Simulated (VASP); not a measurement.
# WSe2 in VASP: a series of runs

The runs below take WSe2 through single point, with PBE+D3(BJ).

All numbers are computed with VASP 6.6.1; they aren't measurements. Logs are shortened: lines on timing, memory, paths and dates and some standing lists are left out, and cuts for length are marked.

**1. The cell of the first run**

The cell holds a slab with vacuum, 6 atoms: a = 3.285 Å, b = 3.285 Å, c = 24.239 Å, α = 90.00°, β = 90.00°, γ = 120.00°.

**2. Single point, PBE+D3(BJ)**

Contents of INCAR:

```
SYSTEM = WSe2
PREC = Accurate
ENCUT = 520
EDIFF = 1E-6
ISMEAR = 0
SIGMA = 0.05
LREAL = .False.
LASPH = .True.
NELM = 60
ALGO = Normal
ISIF = 2
LWAVE = .False.
LCHARG = .False.
LDIPOL = .True.
IDIPOL = 3
DIPOL = 0.5 0.5 0.399
GGA = PE
IVDW = 12
NBANDS = 35
```

Contents of KPOINTS:

```
Automatic mesh
0
Gamma
  9 9 1
  0 0 0
```

Contents of POSCAR:

```
WSe2
1.0
    3.2854929709      0.0000000000      0.0000000000
   -1.6427464855      2.8453203767      0.0000000000
    0.0000000000      0.0000000000     24.2386466774
Se W
4 2
Direct
    0.3333333333      0.6666666667      0.1856539294
    0.3333333333      0.6666666667      0.3246601777
    0.3333333333      0.6666666667      0.4735958856
    0.3333333333      0.6666666667      0.6126021339
    0.6666666667      0.3333333333      0.2551570536
    0.6666666667      0.3333333333      0.5430990097
```

Potentials or basis: VASP PAW PBE potentials, release 64 (Se, W_sv).

Launch:

```console
$ cat potpaw_PBE.64/Se/POTCAR potpaw_PBE.64/W_sv/POTCAR > POTCAR
$ mpirun -np 1 vasp_std > vasp.out
```

OUTCAR:

```text
SYSTEM = WSe2
   PREC = Accurate
   ENCUT = 520
   EDIFF = 1E-6
   ISMEAR = 0
   LREAL = .False.
   LASPH = .True.
   NELM = 60
   ISIF = 2
   GGA = PE
   IVDW = 12
 IVDW          = 12

 ion  position               nearest neighbor table
   1  0.333  0.667  0.186-   5 2.54   5 2.54   5 2.54
   2  0.333  0.667  0.325-   5 2.54   5 2.54   5 2.54
   3  0.333  0.667  0.474-   6 2.54   6 2.54   6 2.54
   4  0.333  0.667  0.613-   6 2.54   6 2.54   6 2.54
   5  0.667  0.333  0.255-   2 2.54   2 2.54   2 2.54   1 2.54   1 2.54   1 2.54
   6  0.667  0.333  0.543-   3 2.54   3 2.54   3 2.54   4 2.54   4 2.54   4 2.54

  LATTYP: Found a hexagonal cell.
 ALAT       =     3.2854929709
 C/A-ratio  =     7.3774763459

  Lattice vectors:

 A1 = (   3.2854929709,   0.0000000000,   0.0000000000)
 A2 = (  -1.6427464855,   2.8453203767,   0.0000000000)
 A3 = (   0.0000000000,   0.0000000000,  24.2386466774)

Analysis of symmetry for initial positions (statically):
=====================================================================
 Subroutine PRICEL returns:
 Original cell was already a primitive cell.

 Routine SETGRP: Setting up the symmetry group for a
 hexagonal supercell.

 Subroutine GETGRP returns: Found 12 space group operations
 (whereof  6 operations were pure point group operations)
 out of a pool of 24 trial point group operations.

The static configuration has the point symmetry C_3v.
 The point group associated with its full space group is D_3h.

Analysis of symmetry for dynamics (positions and initial velocities):
=====================================================================
 Subroutine PRICEL returns:
 Original cell was already a primitive cell.

 Routine SETGRP: Setting up the symmetry group for a
 hexagonal supercell.

 Subroutine GETGRP returns: Found 12 space group operations
 (whereof  6 operations were pure point group operations)
 out of a pool of 24 trial point group operations.

The dynamic configuration has the point symmetry C_3v.
 The point group associated with its full space group is D_3h.

 Subroutine INISYM returns: Found 12 space group operations
 (whereof  6 operations are pure point group operations),
 and found     1 'primitive' translations

----------------------------------------------------------------------------------------

                                     Primitive cell

  volume of cell :     226.5897

  direct lattice vectors                    reciprocal lattice vectors
     3.285492971  0.000000000  0.000000000     0.304368327  0.175727136  0.000000000
    -1.642746486  2.845320377  0.000000000     0.000000000  0.351454271  0.000000000
     0.000000000  0.000000000 24.238646677     0.000000000  0.000000000  0.041256429

  length of vectors
     3.285492971  3.285492971 24.238646677     0.351454271  0.351454271  0.041256429

  position of ions in fractional coordinates (direct lattice)
     0.333333333  0.666666667  0.185653929
     0.333333333  0.666666667  0.324660178
     0.333333333  0.666666667  0.473595886
     0.333333333  0.666666667  0.612602134
     0.666666667  0.333333333  0.255157054
     0.666666667  0.333333333  0.543099010

  ion indices of the primitive-cell ions
   primitive index   ion index
                 1           1
                 2           2
                 3           3
                 4           4
                 5           5
                 6           6

----------------------------------------------------------------------------------------

 KPOINTS: Automatic mesh

Automatic generation of k-mesh.
 Grid dimensions read from file:
 generate k-points for:    9    9    1

 Generating k-lattice:

  Cartesian coordinates                     Fractional coordinates (reciprocal lattice)
     0.033818703  0.019525237  0.000000000     0.111111111  0.000000000  0.000000000
     0.000000000  0.039050475  0.000000000     0.000000000  0.111111111  0.000000000
     0.000000000  0.000000000  0.041256429     0.000000000  0.000000000  1.000000000

  Length of vectors
     0.039050475  0.039050475  0.041256429

  Shift w.r.t. Gamma in fractional coordinates (k-lattice)
     0.000000000  0.000000000  0.000000000

 Subroutine IBZKPT returns following result:
 ===========================================

 Found     12 irreducible k-points:

 Following reciprocal coordinates:
            Coordinates               Weight
  0.000000  0.000000  0.000000      1.000000
  0.111111 -0.000000  0.000000      6.000000
  0.222222  0.000000  0.000000      6.000000
  0.333333 -0.000000  0.000000      6.000000
  0.444444  0.000000  0.000000      6.000000
  0.111111  0.111111  0.000000      6.000000
  0.222222  0.111111  0.000000     12.000000
  0.333333  0.111111  0.000000     12.000000
  0.444444  0.111111  0.000000      6.000000
  0.222222  0.222222  0.000000      6.000000
  0.333333  0.222222  0.000000     12.000000
  0.333333  0.333333  0.000000      2.000000
   k-points           NKPTS =     12   k-points in BZ     NKDIM =     12   number of bands    NBANDS=     35
   number of dos      NEDOS =    301   number of ions     NIONS =      6
   total plane-waves  NPLWV = 103680
   dimension x,y,z NGX =    24 NGY =   24 NGZ =  180
   dimension x,y,z NGXF=    48 NGYF=   48 NGZF=  360
   ions per type =               4   2
   NGX,Y,Z   is equivalent  to a cutoff of  12.14, 12.14, 12.35 a.u.
   NGXF,Y,Z  is equivalent  to a cutoff of  24.29, 24.29, 24.69 a.u.
 SYSTEM =  WSe2
   PREC   = accura    normal or accurate (medium, high low for compatibility)
   ISTART =      0    job   : 0-new  1-cont  2-samecut
   ICHARG =      2    charge: 1-file 2-atom 10-const
   ISPIN  =      1    spin polarized calculation?
   LNONCOLLINEAR =      F non collinear calculations
   LSORBIT =      F    spin-orbit coupling
   LASPH  =      T    aspherical Exc in radial PAW
   ENCUT  =  520.0 eV  38.22 Ry    6.18 a.u.   6.11  6.11 45.07*2*pi/ulx,y,z
   NELM   =     60;   NELMIN=  2; NELMDL= -5     # of ELM steps
   EDIFF  = 0.1E-05   stopping-criterion for ELM
   LREAL  =      F    real-space projection
   EDIFFG = 0.1E-04   stopping-criterion for IOM
   NSW    =      0    number of steps for IOM
   IBRION =     -1    ionic relax: 0-MD 1-quasi-New 2-CG
   NFREE  =      0    steps in history (QN), initial steepest desc. (CG)
   ISIF   =      2    stress and relaxation
   ISYM   =      2    0-nonsym 1-usesym 2-fastsym
   POTIM  = 0.5000    time-step for ionic-motion
   TEBEG  =    0.0;   TEEND  =   0.0 temperature during run
   PSTRESS=    0.0 pullay stress
   NELECT =      52.0000    total number of electrons
   NUPDOWN=      -1.0000    fix difference up-down
   EMIN   =  10.00;   EMAX   =-10.00  energy-range for DOS
   EFERMI =   0.00;   METHOD = LEGACY
   ISMEAR =     0;   SIGMA  =   0.05  broadening in eV -4-tet -1-fermi 0-gaus
   EFERMI_NEDOS =   21; number of points for ismear=-14 and -15
   IALGO  =     38    algorithm
   IMIX   =      4    mixing-type and parameters
     AMIX     =   0.40;   BMIX     =  1.00
     AMIX_MAG =   1.60;   BMIX_MAG =  1.00
  volume/ion in A,a.u.               =      37.76       254.85
  Fermi-wavevector in a.u.,A,eV,Ry     =   1.002296  1.894064 13.668371  1.004597
  Thomas-Fermi vector in A             =   2.134774
   LORBIT       =      0    0 simple, 1 ext, 2 COOP (PROOUT), +10 PAW based schemes
   GGA     = PE    functional components
   LHFCALC =     F    Hartree Fock is set to
   AEXX    =    0.0000 exact exchange contribution
   IVDW    =    12    specifies the selected vdW correction
   LEPSILON=     F    determine dielectric tensor
   LRPA    =     F    only Hartree local field effects (RPA)
 non-spin polarized calculation
 Gauss-broadening in eV      SIGMA  =   0.05
  energy-cutoff  :      520.00
  volume of cell :      226.59
 maximum number of plane-waves:      6144
   NGX = 13   NGY = 13   NGZ = 91

 dipolmoment           0.000000      0.000000      0.000055 electrons x Angstroem

 number of electron      51.9999994 magnetization

 dipolmoment           0.000000      0.000000     -0.000001 electrons x Angstroem

 Free energy of the ion-electron system (eV)
  ---------------------------------------------------
  ext. energy  EPLUGINS =         0.00000000
  ---------------------------------------------------
  free energy    TOTEN  =       -43.16765621 eV

  energy without entropy =      -43.16765621  energy(sigma->0) =      -43.16765621

 E-fermi :   1.2273     XC(G=0):  -6.2700

 val. band max:        0.8900398090   @ k =   0.3333   0.3333   0.0000
 cond. band min:       2.4138878828   @ k =   0.2222   0.1111   0.0000
 fundamental gap:      1.5238480738
 Fermi energy:         1.2273156487

 k-point     1 :       0.0000    0.0000    0.0000
  band No.  band energies     occupation
      1     -73.1755      2.00000
      2     -73.1755      2.00000
      3     -37.4225      2.00000
      4     -37.4225      2.00000
      5     -37.2865      2.00000
      6     -37.2865      2.00000
[... 27 lines left out ...]
     34       4.0425      0.00000
     35       5.1876      0.00000

 k-point     2 :       0.1111   -0.0000    0.0000
  band No.  band energies     occupation
      1     -73.1743      2.00000
      2     -73.1743      2.00000
      3     -37.4172      2.00000
      4     -37.4172      2.00000
      5     -37.3143      2.00000
      6     -37.3142      2.00000
[... 27 lines left out ...]
     34       4.1822      0.00000
     35       5.6059      0.00000

 k-point     3 :       0.2222    0.0000    0.0000
  band No.  band energies     occupation
      1     -73.1712      2.00000
      2     -73.1712      2.00000
      3     -37.4039      2.00000
      4     -37.4038      2.00000
      5     -37.3840      2.00000
      6     -37.3839      2.00000
[... 27 lines left out ...]
     34       4.7456      0.00000
     35       6.2638      0.00000

 k-point     4 :       0.3333   -0.0000    0.0000
  band No.  band energies     occupation
      1     -73.1677      2.00000
      2     -73.1677      2.00000
      3     -37.4621      2.00000
      4     -37.4621      2.00000
      5     -37.3886      2.00000
      6     -37.3886      2.00000
[... 27 lines left out ...]
     34       5.1482      0.00000
     35       6.6522      0.00000

 k-point     5 :       0.4444    0.0000    0.0000
  band No.  band energies     occupation
      1     -73.1654      2.00000
      2     -73.1654      2.00000
      3     -37.5126      2.00000
      4     -37.5125      2.00000
      5     -37.3787      2.00000
      6     -37.3786      2.00000
[... 27 lines left out ...]
     34       5.3164      0.00000
     35       5.3692      0.00000

 k-point     6 :       0.1111    0.1111    0.0000
  band No.  band energies     occupation
      1     -73.1721      2.00000
      2     -73.1721      2.00000
      3     -37.4079      2.00000
      4     -37.4079      2.00000
      5     -37.3605      2.00000
      6     -37.3605      2.00000
[... 27 lines left out ...]
     34       4.7019      0.00000
     35       6.0919      0.00000

 k-point     7 :       0.2222    0.1111    0.0000
  band No.  band energies     occupation
      1     -73.1688      2.00000
      2     -73.1688      2.00000
      3     -37.4288      2.00000
      4     -37.4287      2.00000
      5     -37.3936      2.00000
      6     -37.3936      2.00000
[... 27 lines left out ...]
     34       5.1964      0.00000
     35       6.8962      0.00000

 k-point     8 :       0.3333    0.1111    0.0000
  band No.  band energies     occupation
      1     -73.1659      2.00000
      2     -73.1659      2.00000
      3     -37.4877      2.00000
      4     -37.4877      2.00000
      5     -37.3810      2.00000
      6     -37.3810      2.00000
[... 27 lines left out ...]
     34       5.2954      0.00000
     35       6.3184      0.00000

 k-point     9 :       0.4444    0.1111    0.0000
  band No.  band energies     occupation
      1     -73.1648      2.00000
      2     -73.1648      2.00000
      3     -37.5108      2.00000
      4     -37.5108      2.00000
      5     -37.3760      2.00000
      6     -37.3760      2.00000
[... 27 lines left out ...]
     34       5.0960      0.00000
     35       5.3426      0.00000

 k-point    10 :       0.2222    0.2222    0.0000
  band No.  band energies     occupation
      1     -73.1662      2.00000
      2     -73.1661      2.00000
      3     -37.4667      2.00000
      4     -37.4666      2.00000
      5     -37.3819      2.00000
      6     -37.3819      2.00000
[... 27 lines left out ...]
     34       5.5211      0.00000
     35       7.1514      0.00000

 k-point    11 :       0.3333    0.2222    0.0000
  band No.  band energies     occupation
      1     -73.1644      2.00000
      2     -73.1644      2.00000
      3     -37.4849      2.00000
      4     -37.4848      2.00000
      5     -37.3966      2.00000
      6     -37.3965      2.00000
[... 27 lines left out ...]
     34       5.7191      0.00000
     35       6.0721      0.00000

 k-point    12 :       0.3333    0.3333    0.0000
  band No.  band energies     occupation
      1     -73.1638      2.00000
      2     -73.1638      2.00000
      3     -37.4609      2.00000
      4     -37.4609      2.00000
      5     -37.4375      2.00000
      6     -37.4375      2.00000
[... 27 lines left out ...]
     34       6.0692      0.00000
     35       6.1817      0.00000

------------------------ aborting loop because EDIFF is reached ----------------------------------------

 vacuum level on the upper side and lower side of the slab       (xc-potential included)        -0.163        -0.165

 Edisp (eV)   -2.30161

 E8    (eV) :    -1.0576

  FORCE on cell =-STRESS in cart. coord.  units (eV):
  Direction    XX          YY          ZZ          XY          YZ          ZX
  --------------------------------------------------------------------------------------
  -------------------------------------------------------------------------------------
  Total       0.00135     0.00135     0.26423    -0.00000     0.00000    -0.00000
  in kB       0.00956     0.00956     1.86829    -0.00000     0.00000    -0.00000
  external pressure =        0.63 kB  Pullay stress =        0.00 kB

 VOLUME and BASIS-vectors are now :
 -----------------------------------------------------------------------------
  energy-cutoff  :      520.00
  volume of cell :      226.59
      direct lattice vectors                 reciprocal lattice vectors
     3.285492971  0.000000000  0.000000000     0.304368327  0.175727136  0.000000000
    -1.642746486  2.845320377  0.000000000     0.000000000  0.351454271  0.000000000
     0.000000000  0.000000000 24.238646677     0.000000000  0.000000000  0.041256429

 POSITION                                       TOTAL-FORCE (eV/Angst)
 -----------------------------------------------------------------------------------
     -0.00000      1.89688      4.50000        -0.000000     -0.000000     -0.041345
     -0.00000      1.89688      7.86932         0.000000     -0.000000      0.010250
     -0.00000      1.89688     11.47932         0.000000     -0.000000     -0.010250
     -0.00000      1.89688     14.84865        -0.000000     -0.000000      0.041345
      1.64275      0.94844      6.18466         0.000000      0.000000      0.010768
      1.64275      0.94844     13.16399         0.000000      0.000000     -0.010768
 -----------------------------------------------------------------------------------
    total drift:                               -0.000000      0.000000      0.000076

  FREE ENERGIE OF THE ION-ELECTRON SYSTEM (eV)
  ---------------------------------------------------
  free  energy   TOTEN  =       -45.4692653833 eV

  energy  without entropy=      -45.4692653833  energy(sigma->0) =      -45.46926538

 vacuum level on the upper side and lower side of the slab         5.823         5.823
```

Run time: 2.7 min. Hardware: 1 thread of Intel Xeon Platinum 8259CL at 2.50GHz (Skylake/Cascade Lake), shared host; peak memory 0.36 GiB.

Results:

```yaml
Free_energy: -45.4693 eV
Largest_force: 0.041 eV/Å
Band_gap_on_the_k_mesh: 1.52 eV, indirect (least direct gap 1.64 eV)
Dispersion_energy_per_atom: -0.384 eV
```

Forces in eV/Å, atoms in the order of the input:
```
Se   0.000  0.000 -0.041
Se   0.000  0.000  0.010
Se   0.000  0.000 -0.010
Se   0.000  0.000  0.041
W    0.000  0.000  0.011
W    0.000  0.000 -0.011
```

Caveat: spin-orbit coupling is left out, which moves the levels of the heavy elements.

**3. Single point, PBE+D3(BJ)**

Contents of INCAR:

```
SYSTEM = WSe2
PREC = Accurate ; ENCUT = 520
EDIFF = 1E-7 ; ISMEAR = 0
SIGMA = 0.05 ; LREAL = .False.
LASPH = .True. ; NELM = 100
ALGO = Normal ; ISIF = 2
LWAVE = .False. ; LCHARG = .False.
LDIPOL = .True. ; IDIPOL = 3
DIPOL = 0.5 0.5 0.420 ; GGA = PE
IVDW = 12 ; NBANDS = 35
```

Contents of KPOINTS:

```
regular mesh
0
Gamma
  9 9 1
  0 0 0
```

Contents of POSCAR:

```
WSe2
1.0
    3.2854929709      0.0000000000      0.0000000000
   -1.6427464855      2.8453203767      0.0000000000
    0.0000000000      0.0000000000     24.2386466774
Se W
4 2
Direct
    0.3333333333      0.6666666667      0.1856539294
    0.3333333333      0.6666666667      0.3246601777
    0.3333333333      0.6666666667      0.5148523144
    0.3333333333      0.6666666667      0.6538585627
    0.6666666667      0.3333333333      0.2551570536
    0.6666666667      0.3333333333      0.5843554385
```

Potentials or basis: VASP PAW PBE potentials, release 64 (Se, W_sv).

Launch:

```console
$ cat potpaw_PBE.64/Se/POTCAR potpaw_PBE.64/W_sv/POTCAR > POTCAR
$ mpirun -np 1 vasp_std > vasp.out
```

It took 3 min on 1 thread of Intel Xeon Platinum 8259CL at 2.50GHz (Skylake/Cascade Lake), shared host; peak memory 0.35 GiB.

Results (log left out):

```
Free energy                : -45.3944 eV
Largest force              : 0.110 eV/Å
Band gap on the k mesh     : 1.65 eV, indirect (least direct gap 1.66 eV)
Dispersion energy per atom : -0.362 eV
```

Forces in eV/Å, atoms in the order of the input:
```
Se   0.000  0.000 -0.043
Se   0.000  0.000  0.110
Se   0.000  0.000 -0.110
Se   0.000  0.000  0.043
W    0.000  0.000  0.022
W    0.000  0.000 -0.022
```

Levels at points of the mesh, in eV from the valence-band top:
```csv
k point,band 23,band 24,band 25,band 26,band 27,band 28,band 29,band 30
"(0.00, 0.00, 0.00)",-1.17,-1.17,-0.51,-0.33,2.98,2.98,2.99,2.99
```

Caveat: spin-orbit coupling is left out, which moves the levels of the heavy elements.
